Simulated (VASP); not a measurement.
# TiO2: single point with PBE+U

TiO2:

```xyz
6
Lattice="-1.8771 1.8771 4.8888 1.8771 -1.8771 4.8888 1.8771 1.8771 -4.8888" Properties=species:S:1:pos:R:3 pbc="T T T"
Ti    0.0000    0.0000    0.0000
Ti    0.0000    1.8771    2.4444
O     0.0000    0.0000    2.0070
O     0.0000    1.8770    4.4514
O     0.0000    1.8771    0.4374
O     0.0000    0.0000    7.7706
```

- Program: VASP 6.6.1
- Task: single point
- Functional: PBE
- Potentials or basis: VASP PAW PBE potentials, release 64 (Ti_sv, O)
- Cutoff: 600 eV
- k mesh: 8 × 8 × 8
- Occupations: gaussian, width 0.05 eV
- Spin: no spin polarisation
- Hubbard terms: Ti d U = 4.0 eV

```
Pressure               : 11.7 GPa
Largest force          : 0.109 eV/Å
Band gap on the k mesh : 2.79 eV (least direct gap 3.08 eV)
```

Forces in eV/Å, atoms in the order of the input:
```
Ti   0.000  0.000  0.000
Ti   0.000  0.000  0.000
O    0.000  0.000  0.109
O    0.000  0.000  0.109
O    0.000  0.000 -0.109
O    0.000  0.000 -0.109
```

Stress tensor (GPa, compression positive):
```
13.43  0.00  0.00
 0.00 13.43  0.00
 0.00  0.00  8.10
```

Levels at points of the mesh, in eV from the valence-band top:
```
           k point  band 20  band 21  band 22  band 23  band 24  band 25  band 26  band 27  band 28  band 29
(0.00, 0.00, 0.00)    -0.84    -0.78    -0.78    -0.40    -0.40     2.79     3.47     4.63     4.63     4.65
(0.50, 0.00, 0.00)    -1.91    -1.80    -0.87    -0.86    -0.69     3.88     4.02     4.16     4.18     4.84
(0.50, 0.50, 0.00)    -2.51    -1.97    -1.97    -0.04    -0.04     3.83     3.83     4.28     4.28     5.47
(0.50, 0.50, 0.50)    -1.41    -1.24    -1.24    -0.08    -0.08     3.12     3.12     4.43     4.43     4.87
```

Eigenvalues of the final occupation matrices:
```tsv
site	spin	trace	eigenvalues
site 1 d	1	0.82	0.10 0.10 0.11 0.24 0.26
site 1 d	2	0.82	0.10 0.10 0.11 0.24 0.26
site 2 d	1	0.82	0.10 0.10 0.11 0.24 0.26
site 2 d	2	0.82	0.10 0.10 0.11 0.24 0.26
```

Wall time 12 min on 1 thread of Oxide Virtual Turin-like Processor (shared host), peak memory 0.36 GiB.

Caveat: the stress differs along the axes, from 8 to 13 GPa. A k mesh can miss the band edges.
